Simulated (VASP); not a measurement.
Write the native input for VASP 6.6.1 that does the following.

```yaml
Task: single point
Functional: PBE0
Dispersion: D3(BJ)
Potentials_or_basis: VASP PAW PBE potentials, release 64 (Te, Sn_d)
Cutoff: 520 eV
k_mesh: 4 × 4 × 4
Occupations: gaussian, width 0.01 eV
Spin: no spin polarisation
Dipole_correction: no
Grid_for_exact_exchange_PRECFOCK: Normal
Further_INCAR_settings: ALGO = Normal; EDIFF = 1e-07; NBANDS = 17
Share_of_exact_exchange: 0.25
```

The system is SnTe.

```
Te Sn
1.0
     0.00000    3.88999    3.88999
     3.88999    0.00000    3.88999
     3.88999    3.88999    0.00000
Te Sn
1 1
Direct
  0.75000 0.75000 0.75000
  0.00000 0.00000 0.00000
```

These files were run (other wordings do the same):

POSCAR

```
SnTe
1.0
    0.0000000000      3.8899891050      3.8899891050
    3.8899891050      0.0000000000      3.8899891050
    3.8899891050      3.8899891050      0.0000000000
Te Sn
1 1
Direct
    0.7500000000      0.7500000000      0.7500000000
    0.0000000000      0.0000000000      0.0000000000
```

INCAR.step1

```
PREC = Accurate
ENCUT = 520
EDIFF = 1E-5
ISMEAR = 0
SIGMA = 0.01
LREAL = False
LASPH = True
NELM = 60
ALGO = Normal
ISIF = 2
LWAVE = True
NBANDS = 17
GGA = PE
```

INCAR.step2

```
PREC = Accurate
ENCUT = 520
EDIFF = 1E-7
ISMEAR = 0
SIGMA = 0.01
LREAL = False
LASPH = True
NELM = 60
ALGO = Normal
ISIF = 2
LWAVE = False
LCHARG = True
GGA = PE
LHFCALC = True
AEXX = 0.25
PRECFOCK = Normal
IVDW = 12
LELF = True
LVHAR = True
NBANDS = 17
ISTART = 1
```

KPOINTS

```
regular mesh
0
Gamma
  4 4 4
```

Potentials or basis: VASP PAW PBE potentials, release 64 (Te, Sn_d).

Command:

```bash
$ cat potpaw_PBE.64/Te/POTCAR potpaw_PBE.64/Sn_d/POTCAR > POTCAR
$ cp INCAR.step1 INCAR
$ mpirun -np 1 vasp_std > vasp.out
$ cp INCAR.step2 INCAR
$ mpirun -np 1 vasp_std > vasp.out
```

Results of the run:

- Pressure: -4.9 GPa
- Band gap on the k mesh: 1.54 eV (least direct gap 1.99 eV)
- Dispersion energy per atom: -0.259 eV

Caveat: the cell stands under tension; the PAW data sets were made with another functional, which shifts forces and pressure a little; spin-orbit coupling is left out, which moves the levels of the heavy elements.

It took 22 min on 1 thread of AMD EPYC 9R45 (Zen 5), with other jobs on the host, peak memory 0.26 GiB.
